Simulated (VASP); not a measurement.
CdSiN2:

```
Cd N Si
1.0
     3.06296    0.00000    0.00000
     0.00000    3.06296    0.00000
     0.00000    0.00000    5.13817
Cd N Si
1 2 1
Direct
  0.00000 0.00000 0.00000
  0.00000 0.50000 0.31981
  0.50000 0.00000 0.68019
  0.50000 0.50000 0.50000
```

- Program: VASP 6.6.1
- Task: relaxation of cell and atoms
- Functional: PBEsol
- Potentials or basis: VASP PAW PBE potentials, release 64 (Cd, N, Si)
- Cutoff: 600 eV
- k mesh: 8 × 8 × 4
- Occupations: fermi-dirac, width 0.02 eV
- Spin: no spin polarisation

At the start: pressure -4.5 GPa; volume 12.05 Å³/atom.

Where does the relaxation end?

Over 9 steps the energy falls by 4.3 meV/atom and the volume is 11.76 Å³/atom (-2.5 %); space group P-4m2 (No. 115, to 0.05 Å).

The path:
```tsv
step	energy change (eV)	largest force (eV/Å)	pressure (GPa)	volume (Å³)
1	0.0000	0.0422	-4.48	48.20
2	0.0008	0.1688	5.08	45.89
3	-0.0168	0.1032	-0.07	47.04
4	-0.0168	0.1056	0.10	47.02
5	-0.0172	0.0135	0.10	47.00
6	-0.0172	0.0017	0.10	47.00
7	-0.0172	0.0004	0.10	47.00
8	-0.0172	0.0030	-0.07	47.04
9	-0.0173	0.0022	-0.02	47.02
```

Final structure:
```xyz
4
Lattice="3.0403 0.0000 0.0000 0.0000 3.0403 0.0000 0.0000 0.0000 5.0874" Properties=species:S:1:pos:R:3 pbc="T T T"
Cd    0.0000    0.0000    5.0874
N     0.0000    1.5201    1.6218
N     1.5201    0.0000    3.4656
Si    1.5201    1.5201    2.5437
```

Caveat: the PAW data sets were made with another functional, which shifts forces and pressure a little.
